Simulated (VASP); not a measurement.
# Si2W (I4/mmm) in VASP: further runs

Si2W is run at these levels: LDA, PBEsol, PBE, r2SCAN; tasks: single point.

All numbers are computed with VASP 6.6.1; they aren't measurements. Logs are shortened: lines on timing, memory, paths and dates and some standing lists are left out, and cuts for length are marked.

## (1) The cell of the first run

Symmetry: I4/mmm, No. 139, tetragonal system. Conventional cell: a = 3.186 Å, b = 3.186 Å, c = 7.774 Å, α = 90.00°, β = 90.00°, γ = 90.00°. Within 3.4 Å of Si (site symmetry 4mm) lie 9 Si at 2.57 to 3.19 Å and 5 W at 2.59 to 2.60 Å. W (site symmetry 4/mmm) has 10 Si at 2.59 to 2.60 Å and 4 W at 3.19 Å within 3.4 Å.

## (2) Single point, LDA

File INCAR:

```
PREC = Accurate
ENCUT = 520
EDIFF = 1E-7
ISMEAR = -1
SIGMA = 0.1
LREAL = F
LASPH = T
NELM = 100
ALGO = Normal
ISIF = 2
LWAVE = F
LCHARG = T
LELF = T
LVHAR = T
NBANDS = 18
```

File KPOINTS:

```
Automatic mesh
0
Gamma
  10 10 10
```

File POSCAR:

```
Si2W
1.0
   -1.5929417718      1.5929417718      3.8869276311
    1.5929417718     -1.5929417718      3.8869276311
    1.5929417718      1.5929417718     -3.8869276311
Si W
2 1
Direct
    0.3347067841      0.3347067841      0.0000000000
    0.6652932159      0.6652932159      0.0000000000
    0.0000000000      0.0000000000      0.0000000000
```

Potentials or basis: VASP PAW LDA potentials, release 64 (Si, W_sv).

On the command line:

```console
$ cat potpaw_LDA.64/Si/POTCAR potpaw_LDA.64/W_sv/POTCAR > POTCAR
$ mpirun -np 1 vasp_std > vasp.out
```

OUTCAR:

```text
PREC = Accurate
   ENCUT = 520
   EDIFF = 1E-7
   ISMEAR = -1
   LREAL = F
   LASPH = T
   NELM = 100
   ISIF = 2

 ion  position               nearest neighbor table
   1  0.335  0.335  0.000-   2 2.57   3 2.59   3 2.59   3 2.59   3 2.59   3 2.60   2 2.61   2 2.61
                             2 2.61   2 2.61
   2  0.665  0.665  0.000-   1 2.57   3 2.59   3 2.59   3 2.59   3 2.59   3 2.60   1 2.61   1 2.61
                             1 2.61   1 2.61
   3  0.000  0.000  0.000-   2 2.59   2 2.59   2 2.59   1 2.59   2 2.59   1 2.59   1 2.59   1 2.59
                             1 2.60   2 2.60

  LATTYP: Found a body centered tetragonal cell.
 ALAT       =     3.1858835436
 C/A-ratio  =     2.4400939820

  Lattice vectors:

 A1 = (  -1.5929417718,   1.5929417718,   3.8869276311)
 A2 = (   1.5929417718,  -1.5929417718,   3.8869276311)
 A3 = (   1.5929417718,   1.5929417718,  -3.8869276311)

Analysis of symmetry for initial positions (statically):
=====================================================================
 Subroutine PRICEL returns:
 Original cell was already a primitive cell.

 Routine SETGRP: Setting up the symmetry group for a
 body centered tetragonal supercell.

 Subroutine GETGRP returns: Found 16 space group operations
 (whereof 16 operations were pure point group operations)
 out of a pool of 16 trial point group operations.

The static configuration has the point symmetry D_4h.

Analysis of symmetry for dynamics (positions and initial velocities):
=====================================================================
 Subroutine PRICEL returns:
 Original cell was already a primitive cell.

 Routine SETGRP: Setting up the symmetry group for a
 body centered tetragonal supercell.

 Subroutine GETGRP returns: Found 16 space group operations
 (whereof 16 operations were pure point group operations)
 out of a pool of 16 trial point group operations.

The dynamic configuration has the point symmetry D_4h.

 Subroutine INISYM returns: Found 16 space group operations
 (whereof 16 operations are pure point group operations),
 and found     1 'primitive' translations

----------------------------------------------------------------------------------------

                                     Primitive cell

  volume of cell :      39.4517

  direct lattice vectors                    reciprocal lattice vectors
    -1.592941772  1.592941772  3.886927631     0.000000000  0.313884669  0.128636303
     1.592941772 -1.592941772  3.886927631     0.313884669  0.000000000  0.128636303
     1.592941772  1.592941772 -3.886927631     0.313884669  0.313884669  0.000000000

  length of vectors
     4.492564233  4.492564233  4.492564233     0.339220995  0.339220995  0.443899955

  position of ions in fractional coordinates (direct lattice)
     0.334706784  0.334706784  0.000000000
     0.665293216  0.665293216  0.000000000
     0.000000000  0.000000000  0.000000000

  ion indices of the primitive-cell ions
   primitive index   ion index
                 1           1
                 2           2
                 3           3

----------------------------------------------------------------------------------------

 KPOINTS: Automatic mesh

Automatic generation of k-mesh.
 Grid dimensions read from file:
 generate k-points for:   10   10   10

 Generating k-lattice:

  Cartesian coordinates                     Fractional coordinates (reciprocal lattice)
     0.000000000  0.031388467  0.012863630     0.100000000  0.000000000  0.000000000
     0.031388467  0.000000000  0.012863630     0.000000000  0.100000000  0.000000000
     0.031388467  0.031388467  0.000000000     0.000000000  0.000000000  0.100000000

  Length of vectors
     0.033922100  0.033922100  0.044389996

  Shift w.r.t. Gamma in fractional coordinates (k-lattice)
     0.000000000  0.000000000  0.000000000

 Subroutine IBZKPT returns following result:
 ===========================================

 Found    102 irreducible k-points:

 Following reciprocal coordinates:
            Coordinates               Weight
  0.000000  0.000000  0.000000      1.000000
  0.100000 -0.000000  0.000000      8.000000
  0.200000 -0.000000  0.000000      8.000000
  0.300000  0.000000  0.000000      8.000000
  0.400000  0.000000  0.000000      8.000000
  0.500000  0.000000  0.000000      4.000000
[... 16 lines left out ...]
  0.300000  0.300000  0.000000      8.000000
  0.400000  0.300000 -0.000000     16.000000
 [... further k-points ...]
   k-points           NKPTS =    102   k-points in BZ     NKDIM =    102   number of bands    NBANDS=     18
   number of dos      NEDOS =    301   number of ions     NIONS =      3
   total plane-waves  NPLWV =  46656
   dimension x,y,z NGX =    36 NGY =   36 NGZ =   36
   dimension x,y,z NGXF=    72 NGYF=   72 NGZF=   72
   ions per type =               2   1
   NGX,Y,Z   is equivalent  to a cutoff of  13.32, 13.32, 13.32 a.u.
   NGXF,Y,Z  is equivalent  to a cutoff of  26.64, 26.64, 26.64 a.u.
 SYSTEM =  unknown system
   PREC   = accura    normal or accurate (medium, high low for compatibility)
   ISTART =      0    job   : 0-new  1-cont  2-samecut
   ICHARG =      2    charge: 1-file 2-atom 10-const
   ISPIN  =      1    spin polarized calculation?
   LNONCOLLINEAR =      F non collinear calculations
   LSORBIT =      F    spin-orbit coupling
   LASPH  =      T    aspherical Exc in radial PAW
   ENCUT  =  520.0 eV  38.22 Ry    6.18 a.u.   8.35  8.35  8.35*2*pi/ulx,y,z
   NELM   =    100;   NELMIN=  2; NELMDL= -5     # of ELM steps
   EDIFF  = 0.1E-06   stopping-criterion for ELM
   LREAL  =      F    real-space projection
   EDIFFG = 0.1E-05   stopping-criterion for IOM
   NSW    =      0    number of steps for IOM
   IBRION =     -1    ionic relax: 0-MD 1-quasi-New 2-CG
   NFREE  =      0    steps in history (QN), initial steepest desc. (CG)
   ISIF   =      2    stress and relaxation
   ISYM   =      2    0-nonsym 1-usesym 2-fastsym
   POTIM  = 0.5000    time-step for ionic-motion
   TEBEG  =    0.0;   TEEND  =   0.0 temperature during run
   PSTRESS=    0.0 pullay stress
   NELECT =      22.0000    total number of electrons
   NUPDOWN=      -1.0000    fix difference up-down
   EMIN   =  10.00;   EMAX   =-10.00  energy-range for DOS
   EFERMI =   0.00;   METHOD = LEGACY
   ISMEAR =    -1;   SIGMA  =   0.10  broadening in eV -4-tet -1-fermi 0-gaus
   EFERMI_NEDOS =   21; number of points for ismear=-14 and -15
   IALGO  =     38    algorithm
   IMIX   =      4    mixing-type and parameters
     AMIX     =   0.40;   BMIX     =  1.00
     AMIX_MAG =   1.60;   BMIX_MAG =  1.00
  volume/ion in A,a.u.               =      13.15        88.74
  Fermi-wavevector in a.u.,A,eV,Ry     =   1.347494  2.546395 24.704659  1.815741
  Thomas-Fermi vector in A             =   2.475240
   LORBIT       =      0    0 simple, 1 ext, 2 COOP (PROOUT), +10 PAW based schemes
   GGA     = CA    functional components
   LHFCALC =     F    Hartree Fock is set to
   AEXX    =    0.0000 exact exchange contribution
   IVDW    =     0    specifies the selected vdW correction
   LEPSILON=     F    determine dielectric tensor
   LRPA    =     F    only Hartree local field effects (RPA)
 non-spin polarized calculation
  energy-cutoff  :      520.00
  volume of cell :       39.45
 maximum number of plane-waves:      1079
 NGX is ok and might be reduce to    36
   NGX = 17   NGY = 17   NGZ = 17

 number of electron      21.9999999 magnetization

 Free energy of the ion-electron system (eV)
  ---------------------------------------------------
  ext. energy  EPLUGINS =         0.00000000
  ---------------------------------------------------
  free energy    TOTEN  =       -27.35906011 eV

  energy without entropy =      -27.34728258  energy(sigma->0) =      -27.35317134

 E-fermi :  12.2406     XC(G=0): -12.7636

 val. band max:       12.2332998846   @ k =  -0.2000  -0.3000   0.2000
 cond. band min:      12.2552872952   @ k =  -0.4000   0.4000   0.4000
 fundamental gap:      0.0219874106
 Fermi energy:        12.2406312176

 k-point     1 :       0.0000    0.0000    0.0000
  band No.  band energies     occupation
      1     -61.1048      2.00000
      2     -25.6564      2.00000
      3     -25.6134      2.00000
      4     -25.6134      2.00000
      5      -1.9532      2.00000
      6       5.2666      2.00000
[... 10 lines left out ...]
     17      18.0715      0.00000
     18      18.0715      0.00000

 k-point     2 :       0.1000   -0.0000    0.0000
  band No.  band energies     occupation
      1     -61.1039      2.00000
      2     -25.6546      2.00000
      3     -25.6373      2.00000
      4     -25.6113      2.00000
      5      -1.7579      2.00000
      6       5.2901      2.00000
[... 10 lines left out ...]
     17      18.1083      0.00000
     18      18.7263      0.00000

 k-point     3 :       0.2000   -0.0000    0.0000
  band No.  band energies     occupation
      1     -61.1017      2.00000
      2     -25.6996      2.00000
      3     -25.6499      2.00000
      4     -25.6056      2.00000
      5      -1.1870      2.00000
      6       5.2315      2.00000
[... 10 lines left out ...]
     17      18.7762      0.00000
     18      20.1417      0.00000

 k-point     4 :       0.3000    0.0000    0.0000
  band No.  band energies     occupation
      1     -61.0989      2.00000
      2     -25.7755      2.00000
      3     -25.6441      2.00000
      4     -25.5985      2.00000
      5      -0.2831      2.00000
      6       4.6659      2.00000
[... 10 lines left out ...]
     17      19.6810      0.00000
     18      21.2072      0.00000

 k-point     5 :       0.4000    0.0000    0.0000
  band No.  band energies     occupation
      1     -61.0966      2.00000
      2     -25.8361      2.00000
      3     -25.6393      2.00000
      4     -25.5928      2.00000
      5       0.8828      2.00000
      6       3.5589      2.00000
[... 10 lines left out ...]
     17      19.2855      0.00000
     18      19.9327      0.00000

 k-point     6 :       0.5000    0.0000    0.0000
  band No.  band energies     occupation
      1     -61.0958      2.00000
      2     -25.8591      2.00000
      3     -25.6375      2.00000
      4     -25.5906      2.00000
      5       2.0794      2.00000
      6       2.3609      2.00000
[... 10 lines left out ...]
     17      18.8236      0.00000
     18      19.0913      0.00000

 k-point     7 :       0.1000    0.1000    0.0000
  band No.  band energies     occupation
      1     -61.1031      2.00000
      2     -25.6537      2.00000
      3     -25.6364      2.00000
      4     -25.6338      2.00000
      5      -1.5090      2.00000
      6       5.0754      2.00000
[... 10 lines left out ...]
     17      18.7126      0.00000
     18      18.7420      0.00000

 k-point     8 :       0.2000    0.1000    0.0000
  band No.  band energies     occupation
      1     -61.1008      2.00000
      2     -25.6972      2.00000
      3     -25.6493      2.00000
      4     -25.6290      2.00000
      5      -0.8966      2.00000
      6       4.8688      2.00000
[... 10 lines left out ...]
     17      18.6766      0.00000
     18      20.2236      0.00000
[... 229 lines left out ...]
     17      19.7016      0.00000
     18      20.9487      0.00000

 k-point    20 :      -0.4000    0.2000    0.0000
  band No.  band energies     occupation
      1     -61.0936      2.00000
      2     -25.8242      2.00000
      3     -25.6746      2.00000
      4     -25.6293      2.00000
      5       1.0952      2.00000
      6       4.2584      2.00000
[... 10 lines left out ...]
     17      19.0546      0.00000
     18      20.2922      0.00000

 k-point    21 :      -0.3000    0.2000    0.0000
  band No.  band energies     occupation
      1     -61.0958      2.00000
      2     -25.7647      2.00000
      3     -25.6813      2.00000
      4     -25.6338      2.00000
      5       0.0723      2.00000
      6       5.5764      2.00000
[... 10 lines left out ...]
     17      18.0499      0.00000
     18      19.8205      0.00000

 k-point    22 :      -0.2000    0.2000    0.0000
  band No.  band energies     occupation
      1     -61.0986      2.00000
      2     -25.6937      2.00000
      3     -25.6862      2.00000
      4     -25.6404      2.00000
      5      -0.6834      2.00000
      6       6.2087      2.00000
[... 10 lines left out ...]
     17      19.1699      0.00000
     18      19.7813      0.00000

 k-point    23 :       0.3000    0.3000    0.0000
  band No.  band energies     occupation
      1     -61.0931      2.00000
      2     -25.7580      2.00000
      3     -25.7523      2.00000
      4     -25.6310      2.00000
      5       1.4761      2.00000
      6       3.9711      2.00000
[... 10 lines left out ...]
     17      19.0994      0.00000
     18      20.8088      0.00000

 k-point    24 :       0.4000    0.3000   -0.0000
  band No.  band energies     occupation
      1     -61.0908      2.00000
      2     -25.8137      2.00000
      3     -25.7472      2.00000
      4     -25.6243      2.00000
      5       2.4225      2.00000
      6       3.4893      2.00000
[... 10 lines left out ...]
     17      19.7094      0.00000
     18      21.4298      0.00000

 [... further k-points ...]

------------------------ aborting loop because EDIFF is reached ----------------------------------------

  FORCE on cell =-STRESS in cart. coord.  units (eV):
  Direction    XX          YY          ZZ          XY          YZ          ZX
  --------------------------------------------------------------------------------------
  -------------------------------------------------------------------------------------
  Total        0.1742552      0.1742552      0.1824621      0.0000000     -0.0000000      0.0000000
  in kB        7.0766886      7.0766886      7.4099788      0.0000000     -0.0000000      0.0000000
  external PRESSURE =       7.1877853 kB  Pullay stress =       0.0000000 kB

 VOLUME and BASIS-vectors are now :
 -----------------------------------------------------------------------------
  energy-cutoff  :      520.00
  volume of cell :       39.45
      direct lattice vectors                 reciprocal lattice vectors
    -1.592941772  1.592941772  3.886927631     0.000000000  0.313884669  0.128636303
     1.592941772 -1.592941772  3.886927631     0.313884669  0.000000000  0.128636303
     1.592941772  1.592941772 -3.886927631     0.313884669  0.313884669  0.000000000

 POSITION                                       TOTAL-FORCE (eV/Angst)
 -----------------------------------------------------------------------------------
      0.00000      0.00000      2.60196         0.000000      0.000000     -0.016247
      0.00000      0.00000      5.17189        -0.000000     -0.000000      0.016247
      0.00000      0.00000      0.00000         0.000000      0.000000     -0.000000
 -----------------------------------------------------------------------------------
    total drift:                               -0.000000     -0.000000      0.000000

  FREE ENERGIE OF THE ION-ELECTRON SYSTEM (eV)
  ---------------------------------------------------
  free  energy   TOTEN  =       -27.3590601098 eV

  energy  without entropy=      -27.3472825764  energy(sigma->0) =      -27.35317134
```

Wall time 80 s (1 thread of Intel Xeon 6975P-C (Granite Rapids), shared host); peak memory 0.2 GiB.

What came out:

- Free energy: -27.3591 eV
- Pressure: 0.7 GPa
- Largest force: 0.016 eV/Å
- Band gap on the k mesh: zero (bands 11 and 12 overlap by 1.30 eV)

Forces in eV/Å, atoms in the order of the input:
```
Si   0.000  0.000 -0.016
Si   0.000  0.000  0.016
W    0.000  0.000  0.000
```

Levels at points of the mesh, in eV from the Fermi level:
| k point | band 7 | band 8 | band 9 | band 10 | band 11 | band 12 | band 13 | band 14 | band 15 | band 16 |
| --- | --- | --- | --- | --- | --- | --- | --- | --- | --- | --- |
| (0.00, 0.00, 0.00) | -3.68 | -3.46 | -2.89 | -2.89 | 0.63 | 2.91 | 2.94 | 3.19 | 3.19 | 4.73 |
| (0.50, 0.00, 0.00) | -5.82 | -4.85 | -2.85 | -2.85 | -0.46 | 2.76 | 2.85 | 4.01 | 4.57 | 5.21 |
| (0.50, 0.50, 0.00) | -6.02 | -5.45 | -5.07 | -3.34 | -1.66 | 2.90 | 3.02 | 3.21 | 3.98 | 4.43 |
| (0.50, 0.50, 0.50) | -3.98 | -2.64 | -0.79 | -0.79 | -0.52 | -0.52 | 0.81 | 4.57 | 5.07 | 6.23 |

Caveat: spin-orbit coupling is left out, which moves the levels of the heavy elements.

## (3) Single point, PBEsol

This run uses another cell than the first one, of 13.37 Å³/atom.

File INCAR:

```
SYSTEM = Si2W
ALGO     = Normal         ! electronic algorithm
EDIFF    = 1E-7           ! SCF threshold, eV
ENCUT    = 520            ! plane-wave cutoff, eV
GGA      = PS             ! functional
ISIF     = 2              ! what is computed and relaxed
ISMEAR   = -1             ! smearing method
LASPH    = .True.         ! aspherical terms in the spheres
LCHARG   = .True.         ! write CHGCAR
LELF     = .True.         ! ELF
LREAL    = .False.        ! projectors in reciprocal space
LVHAR    = .True.       
LWAVE    = .False.        ! write WAVECAR
NBANDS   = 18             ! bands
NELM     = 100            ! most SCF steps
PREC     = Accurate       ! precision mode
SIGMA    = 0.1            ! smearing width, eV
```

File KPOINTS:

```
k-points
0
Gamma
  10 10 10
  0 0 0
```

File POSCAR:

```
Si2W
1.0
   -1.6014794348      1.6014794348      3.9091455835
    1.6014794348     -1.6014794348      3.9091455835
    1.6014794348      1.6014794348     -3.9091455835
Si W
2 1
Direct
    0.3345545916      0.3345545916      0.0000000000
    0.6654454084      0.6654454084      0.0000000000
    0.0000000000      0.0000000000      0.0000000000
```

Potentials or basis: VASP PAW PBE potentials, release 64 (Si, W_sv).

On the command line:

```console
$ cat potpaw_PBE.64/Si/POTCAR potpaw_PBE.64/W_sv/POTCAR > POTCAR
$ mpirun -np 1 vasp_std > vasp.out
```

Run time: 69 s. Hardware: 1 thread of Intel Xeon 6975P-C (Granite Rapids), shared host; peak memory 0.23 GiB.

The run converged. Its results:

* Free energy: -26.6430 eV
* Pressure: 0.3 GPa
* Largest force: 0.013 eV/Å
* Band gap on the k mesh: zero (bands 11 and 12 overlap by 1.31 eV)

Forces in eV/Å, atoms in the order of the input:
```
Si   0.000  0.000 -0.013
Si   0.000  0.000  0.013
W    0.000  0.000  0.000
```

Levels at points of the mesh, in eV from the Fermi level:
```tsv
k point	band 9	band 10	band 11	band 12	band 13	band 14
(0.00, 0.00, 0.00)	-2.86	-2.86	0.63	2.82	2.87	3.13
(0.50, 0.00, 0.00)	-2.81	-2.81	-0.45	2.73	2.82	3.96
(0.50, 0.50, 0.00)	-5.05	-3.30	-1.75	2.83	3.00	3.16
(0.50, 0.50, 0.50)	-0.82	-0.82	-0.51	-0.51	0.81	4.52
```

Caveat: the PAW data sets were made with another functional, which shifts forces and pressure a little; spin-orbit coupling is left out, which moves the levels of the heavy elements.

(Part 1 of 2 ends here.)
